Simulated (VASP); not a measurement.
Runs of VASP 6.6.1 on TaN. The structure is that of space group P6/mmm (No. 191), or close to it. The cells are those of the table. 

| task | level | potentials or basis | cell | cutoff (eV) | second run | gap on the mesh (eV) | pressure (GPa) | relaxed volume (Å³/atom) |
| --- | --- | --- | --- | --- | --- | --- | --- | --- |
| single point | PBE+D4 | VASP PAW PBE potentials, release 64 (Ta_sv_GW, N) | a = 5.222, b = 5.222, c = 2.921 Å, angles 90.0, 90.0, 120.0°, 6 atoms | 600 | valence_matched | none | 0.0 | - |
| single point | RPBE | VASP PAW PBE potentials, release 64 (Ta_pv, N) | a = 5.281, b = 5.281, c = 2.942 Å, angles 90.0, 90.0, 120.0°, 6 atoms | 520 | - | none | 0.6 | - |
| relaxation of cell and atoms | PBE+D4 | VASP PAW PBE potentials, release 64 (Ta_pv, N) | relaxed from a = 5.191, b = 5.191, c = 2.908 Å, angles 90.0, 90.0, 120.0°, 6 atoms | 600 | - | none | 0.1 | 11.52 |
| relaxation of cell and atoms | RPBE | VASP PAW PBE potentials, release 64 (Ta_pv, N) | relaxed from a = 5.191, b = 5.191, c = 2.908 Å, angles 90.0, 90.0, 120.0°, 6 atoms | 600 | - | none | 0.0 | 11.87 |
| single point | revPBE | VASP PAW PBE potentials, release 64 (Ta_pv, N) | a = 5.191, b = 5.191, c = 2.908 Å, angles 90.0, 90.0, 120.0°, 6 atoms | 520 | - | none | 13.7 | - |
| single point | PBE+D4 | VASP PAW PBE potentials, release 64 (Ta_pv, N) | a = 5.222, b = 5.222, c = 2.921 Å, angles 90.0, 90.0, 120.0°, 6 atoms | 520 | - | none | (b) | - |
| single point | RPBE | VASP PAW PBE potentials, release 64 (Ta_pv, N) | a = 5.191, b = 5.191, c = 2.908 Å, angles 90.0, 90.0, 120.0°, 6 atoms | 520 | - | none | (a) | - |

Alike in all rows: no spin polarisation; k mesh 6 × 6 × 9; smearing fermi-dirac 0.05 eV.

Q: Estimate the missing entries.

A: (a) 14.9; (b) 0.8.

Caveats: spin-orbit coupling is left out, which moves the levels of the heavy elements; the PAW data sets were made with another functional, which shifts forces and pressure a little (some runs); pairwise dispersion overbinds metals, which lowers pressure and volume (some runs).

A k mesh can miss the band edges, and the runs leave out spin-orbit coupling on Ta.

A gap of «none» marks levels without a gap at the run's occupations.

The runs don't all hold the same shells in valence.
